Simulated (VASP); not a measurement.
# Ba (P-1) in VASP: single point with PBEsol

Aim: the single point of Ba with PBEsol.

Program: VASP 6.6.1. These are calculated values, not measurements. Logs are shortened: lines on timing, memory, paths and dates and some standing lists are left out, and cuts for length are marked.

## Step 1: The cell of the first run

The typed cell holds 1 atom: a = 4.347 Å, b = 4.402 Å, c = 4.290 Å, α = 107.61°, β = 108.35°, γ = 112.37°.

## Step 2: Single point, PBEsol (the cell strained at random)

Contents of INCAR:

```
SYSTEM = Ba
PREC = Accurate ; ENCUT = 520
EDIFF = 1E-7 ; ISMEAR = 0
SIGMA = 0.1 ; LREAL = .FALSE.
LASPH = .TRUE. ; NELM = 60
ALGO = Fast ; ISIF = 2
LWAVE = .FALSE. ; LCHARG = .TRUE.
GGA = PS ; LELF = .TRUE.
LVHAR = .TRUE. ; NBANDS = 11
```

Contents of KPOINTS:

```
regular mesh
0
G
  10 10 10
  0 0 0
```

Contents of POSCAR:

```
Ba
1.0
   -2.5636250000      2.5523500000      2.4107750000
    2.6151750000     -2.5486500000      2.4586250000
    2.5181250000      2.5031500000     -2.4070750000
Ba
1
Direct
    0.0000000000      0.0000000000      0.0000000000
```

Potentials or basis: VASP PAW PBE potentials, release 64 (Ba_sv).

On the command line:

```sh
$ cat potpaw_PBE.64/Ba_sv/POTCAR > POTCAR
$ mpirun -np 1 vasp_std > vasp.out
```

OUTCAR:

```text
SYSTEM = Ba
   PREC = Accurate
   ENCUT = 520
   EDIFF = 1E-7
   ISMEAR = 0
   LREAL = .FALSE.
   LASPH = .TRUE.
   NELM = 60
   ISIF = 2
   GGA = PS

 ion  position               nearest neighbor table
   1  0.000  0.000  0.000-

  LATTYP: Found a triclinic cell.
 ALAT       =    11.2168122830
 B/A-ratio  =     0.6253681763
 C/A-ratio  =     0.3880982617
 COS(alpha) =     0.0142054916
 COS(beta)  =     0.2662202941
 COS(gamma) =     0.9497858233

  Lattice vectors:

 A1 = (   0.1425500000, -10.1073000000,   4.8620000000)
 A2 = (   0.0970500000,  -5.0518000000,   4.8657000000)
 A3 = (  -2.5696750000,  -2.5068500000,  -2.4623250000)

Analysis of symmetry for initial positions (statically):
=====================================================================
 Subroutine PRICEL returns:
 Original cell was already a primitive cell.

 Routine SETGRP: Setting up the symmetry group for a
 triclinic supercell.

 Subroutine GETGRP returns: Found  2 space group operations
 (whereof  2 operations were pure point group operations)
 out of a pool of  2 trial point group operations.

The static configuration has the point symmetry S_2 .

Analysis of symmetry for dynamics (positions and initial velocities):
=====================================================================
 Subroutine PRICEL returns:
 Original cell was already a primitive cell.

 Routine SETGRP: Setting up the symmetry group for a
 triclinic supercell.

 Subroutine GETGRP returns: Found  2 space group operations
 (whereof  2 operations were pure point group operations)
 out of a pool of  2 trial point group operations.

The dynamic configuration has the point symmetry S_2 .

 Subroutine INISYM returns: Found  2 space group operations
 (whereof  2 operations are pure point group operations),
 and found     1 'primitive' translations

----------------------------------------------------------------------------------------

                                     Primitive cell

  volume of cell :      63.1721

  direct lattice vectors                    reciprocal lattice vectors
    -2.563625000  2.552350000  2.410775000    -0.000308926  0.197651398  0.205217196
     2.615175000 -2.548650000  2.458625000     0.192778704  0.001586221  0.203322050
     2.518125000  2.503150000 -2.407075000     0.196597859  0.199575406 -0.002232934

  length of vectors
     4.347240477  4.402226027  4.289606450     0.284921512  0.280189223  0.280153613

  position of ions in fractional coordinates (direct lattice)
     0.000000000  0.000000000  0.000000000

  ion indices of the primitive-cell ions
   primitive index   ion index
                 1           1

----------------------------------------------------------------------------------------

 KPOINTS: regular mesh

Automatic generation of k-mesh.
 Grid dimensions read from file:
 generate k-points for:   10   10   10

 Generating k-lattice:

  Cartesian coordinates                     Fractional coordinates (reciprocal lattice)
    -0.000030893  0.019765140  0.020521720     0.100000000 -0.000000000  0.000000000
     0.019277870  0.000158622  0.020332205    -0.000000000  0.100000000  0.000000000
     0.019659786  0.019957541 -0.000223293    -0.000000000  0.000000000  0.100000000

  Length of vectors
     0.028492151  0.028018922  0.028015361

  Shift w.r.t. Gamma in fractional coordinates (k-lattice)
     0.000000000  0.000000000  0.000000000

 Subroutine IBZKPT returns following result:
 ===========================================

 Found    504 irreducible k-points:

 Following reciprocal coordinates:
            Coordinates               Weight
  0.000000  0.000000  0.000000      1.000000
  0.100000 -0.000000  0.000000      2.000000
  0.200000 -0.000000  0.000000      2.000000
  0.300000  0.000000  0.000000      2.000000
  0.400000 -0.000000  0.000000      2.000000
  0.500000 -0.000000  0.000000      1.000000
[... 16 lines left out ...]
 -0.400000  0.200000  0.000000      2.000000
 -0.300000  0.200000 -0.000000      2.000000
 [... further k-points ...]
   k-points           NKPTS =    504   k-points in BZ     NKDIM =    504   number of bands    NBANDS=     11
   number of dos      NEDOS =    301   number of ions     NIONS =      1
   total plane-waves  NPLWV =  36864
   dimension x,y,z NGX =    32 NGY =   36 NGZ =   32
   dimension x,y,z NGXF=    64 NGYF=   72 NGZF=   64
   ions per type =               1
   NGX,Y,Z   is equivalent  to a cutoff of  12.24, 13.60, 12.40 a.u.
   NGXF,Y,Z  is equivalent  to a cutoff of  24.47, 27.19, 24.80 a.u.
 SYSTEM =  Ba
   PREC   = accura    normal or accurate (medium, high low for compatibility)
   ISTART =      0    job   : 0-new  1-cont  2-samecut
   ICHARG =      2    charge: 1-file 2-atom 10-const
   ISPIN  =      1    spin polarized calculation?
   LNONCOLLINEAR =      F non collinear calculations
   LSORBIT =      F    spin-orbit coupling
   LASPH  =      T    aspherical Exc in radial PAW
   ENCUT  =  520.0 eV  38.22 Ry    6.18 a.u.   8.08  8.19  7.98*2*pi/ulx,y,z
   NELM   =     60;   NELMIN=  2; NELMDL= -5     # of ELM steps
   EDIFF  = 0.1E-06   stopping-criterion for ELM
   LREAL  =      F    real-space projection
   EDIFFG = 0.1E-05   stopping-criterion for IOM
   NSW    =      0    number of steps for IOM
   IBRION =     -1    ionic relax: 0-MD 1-quasi-New 2-CG
   NFREE  =      0    steps in history (QN), initial steepest desc. (CG)
   ISIF   =      2    stress and relaxation
   ISYM   =      2    0-nonsym 1-usesym 2-fastsym
   POTIM  = 0.5000    time-step for ionic-motion
   TEBEG  =    0.0;   TEEND  =   0.0 temperature during run
   PSTRESS=    0.0 pullay stress
   NELECT =      10.0000    total number of electrons
   NUPDOWN=      -1.0000    fix difference up-down
   EMIN   =  10.00;   EMAX   =-10.00  energy-range for DOS
   EFERMI =   0.00;   METHOD = LEGACY
   ISMEAR =     0;   SIGMA  =   0.10  broadening in eV -4-tet -1-fermi 0-gaus
   EFERMI_NEDOS =   21; number of points for ismear=-14 and -15
   IALGO  =     68    algorithm
   IMIX   =      4    mixing-type and parameters
     AMIX     =   0.40;   BMIX     =  1.00
     AMIX_MAG =   1.60;   BMIX_MAG =  1.00
  volume/ion in A,a.u.               =      63.17       426.31
  Fermi-wavevector in a.u.,A,eV,Ry     =   0.885591  1.673524 10.670657  0.784271
  Thomas-Fermi vector in A             =   2.006645
   LORBIT       =      0    0 simple, 1 ext, 2 COOP (PROOUT), +10 PAW based schemes
   GGA     = PS    functional components
   LHFCALC =     F    Hartree Fock is set to
   AEXX    =    0.0000 exact exchange contribution
   IVDW    =     0    specifies the selected vdW correction
   LEPSILON=     F    determine dielectric tensor
   LRPA    =     F    only Hartree local field effects (RPA)
 non-spin polarized calculation
 RMM-DIIS sequential band-by-band and
 Gauss-broadening in eV      SIGMA  =   0.10
  energy-cutoff  :      520.00
  volume of cell :       63.17
 maximum number of plane-waves:      1722
   NGX = 17   NGY = 17   NGZ = 15

 number of electron      10.0000000 magnetization

 Free energy of the ion-electron system (eV)
  ---------------------------------------------------
  ext. energy  EPLUGINS =         0.00000000
  ---------------------------------------------------
  free energy    TOTEN  =        -2.13867492 eV

  energy without entropy =       -2.13162710  energy(sigma->0) =       -2.13515101

 E-fermi :   1.5123     XC(G=0):  -7.4972

 val. band max:        1.5112935472   @ k =  -0.0000   0.3000   0.4000
 cond. band min:       1.5127743306   @ k =  -0.3000  -0.4000   0.3000
 fundamental gap:      0.0014807834
 Fermi energy:         1.5122758948

 k-point     1 :       0.0000    0.0000    0.0000
  band No.  band energies     occupation
      1     -27.3367      2.00000
      2     -12.2788      2.00000
      3     -12.2693      2.00000
      4     -12.2578      2.00000
      5      -1.2395      2.00000
      6       3.1366      0.00000
      7       3.3575      0.00000
      8       3.5279      0.00000
      9       4.5601      0.00000
     10       4.9752      0.00000
     11       8.2531      0.00000

 k-point     2 :       0.1000   -0.0000    0.0000
  band No.  band energies     occupation
      1     -27.3325      2.00000
      2     -12.3163      2.00000
      3     -12.2901      2.00000
      4     -12.2629      2.00000
      5      -1.0490      2.00000
      6       3.0600      0.00000
      7       3.3839      0.00000
      8       3.4914      0.00000
      9       4.5347      0.00000
     10       4.7893      0.00000
     11       8.6661      0.00000

 k-point     3 :       0.2000   -0.0000    0.0000
  band No.  band energies     occupation
      1     -27.3216      2.00000
      2     -12.4358      2.00000
      3     -12.3267      2.00000
      4     -12.2691      2.00000
      5      -0.5328      2.00000
      6       2.7407      0.00000
      7       2.9556      0.00000
      8       4.0239      0.00000
      9       4.5841      0.00000
     10       4.7262      0.00000
     11       9.0209      0.00000

 k-point     4 :       0.3000    0.0000    0.0000
  band No.  band energies     occupation
      1     -27.3081      2.00000
      2     -12.5770      2.00000
      3     -12.3738      2.00000
      4     -12.2740      2.00000
      5       0.1174      2.00000
      6       2.3910      0.00000
      7       2.5660      0.00000
      8       4.7805      0.00000
      9       4.8414      0.00000
     10       4.9835      0.00000
     11       8.4279      0.00000

 k-point     5 :       0.4000   -0.0000    0.0000
  band No.  band energies     occupation
      1     -27.2970      2.00000
      2     -12.6866      2.00000
      3     -12.4116      2.00000
      4     -12.2777      2.00000
      5       0.5448      2.00000
      6       2.1479      0.00000
      7       2.6262      0.00000
      8       4.8966      0.00000
      9       5.2485      0.00000
     10       6.0237      0.00000
     11       7.5640      0.00000
[... 211 lines left out ...]
 k-point    21 :       0.4000    0.2000    0.0000
  band No.  band energies     occupation
      1     -27.2908      2.00000
      2     -12.6740      2.00000
      3     -12.4887      2.00000
      4     -12.3083      2.00000
      5       1.1266      2.00000
      6       2.0395      0.00000
      7       2.4471      0.00000
      8       4.7210      0.00000
      9       5.4750      0.00000
     10       6.7246      0.00000
     11       7.2510      0.00000

 k-point    22 :       0.5000    0.2000    0.0000
  band No.  band energies     occupation
      1     -27.2945      2.00000
      2     -12.6567      2.00000
      3     -12.4608      2.00000
      4     -12.3022      2.00000
      5       1.0017      2.00000
      6       2.0356      0.00000
      7       2.3795      0.00000
      8       4.7354      0.00000
      9       5.1933      0.00000
     10       6.4667      0.00000
     11       7.4727      0.00000

 k-point    23 :      -0.4000    0.2000    0.0000
  band No.  band energies     occupation
      1     -27.3035      2.00000
      2     -12.6057      2.00000
      3     -12.3960      2.00000
      4     -12.2908      2.00000
      5       0.4860      2.00000
      6       2.1733      0.00000
      7       2.4997      0.00000
      8       4.4491      0.00000
      9       5.2052      0.00000
     10       5.5296      0.00000
     11       8.1741      0.00000

 k-point    24 :      -0.3000    0.2000   -0.0000
  band No.  band energies     occupation
      1     -27.3145      2.00000
      2     -12.5244      2.00000
      3     -12.3395      2.00000
      4     -12.2723      2.00000
      5      -0.1424      2.00000
      6       2.5011      0.00000
      7       2.7406      0.00000
      8       4.2965      0.00000
      9       4.7088      0.00000
     10       5.0630      0.00000
     11       8.8194      0.00000

 [... further k-points ...]
[... 5 lines left out ...]
  --------------------------------------------------------------------------------------
  -------------------------------------------------------------------------------------
  Total       -0.2847639     -0.2636206     -0.1832474      0.0764987     -0.0090723     -0.0793110
  in kB       -7.2222148     -6.6859755     -4.6475412      1.9401693     -0.2300939     -2.0114937
  external PRESSURE =      -6.1852438 kB  Pullay stress =       0.0000000 kB

 VOLUME and BASIS-vectors are now :
 -----------------------------------------------------------------------------
  energy-cutoff  :      520.00
  volume of cell :       63.17
      direct lattice vectors                 reciprocal lattice vectors
    -2.563625000  2.552350000  2.410775000    -0.000308926  0.197651398  0.205217196
     2.615175000 -2.548650000  2.458625000     0.192778704  0.001586221  0.203322050
     2.518125000  2.503150000 -2.407075000     0.196597859  0.199575406 -0.002232934

 POSITION                                       TOTAL-FORCE (eV/Angst)
 -----------------------------------------------------------------------------------
      0.00000      0.00000      0.00000         0.000000      0.000000     -0.000000
 -----------------------------------------------------------------------------------
    total drift:                                0.000000      0.000000     -0.000000

  FREE ENERGIE OF THE ION-ELECTRON SYSTEM (eV)
  ---------------------------------------------------
  free  energy   TOTEN  =        -2.1386749210 eV

  energy  without entropy=       -2.1316270981  energy(sigma->0) =       -2.13515101
```

It took 3.8 min on 1 thread of Intel Xeon Platinum 8488C (Sapphire Rapids), shared host; peak memory 0.46 GiB.

What came out:

```
Free energy            : -2.1387 eV
Pressure               : -0.6 GPa
Band gap on the k mesh : zero (band 5 reaches 1.91 eV, above the bottom of band 6 at 1.03 eV)
```

Caveat: the cell differs from its parent crystal (the cell strained at random); the PAW data sets were made with another functional, which shifts forces and pressure a little; spin-orbit coupling is left out, which moves the levels of the heavy elements.
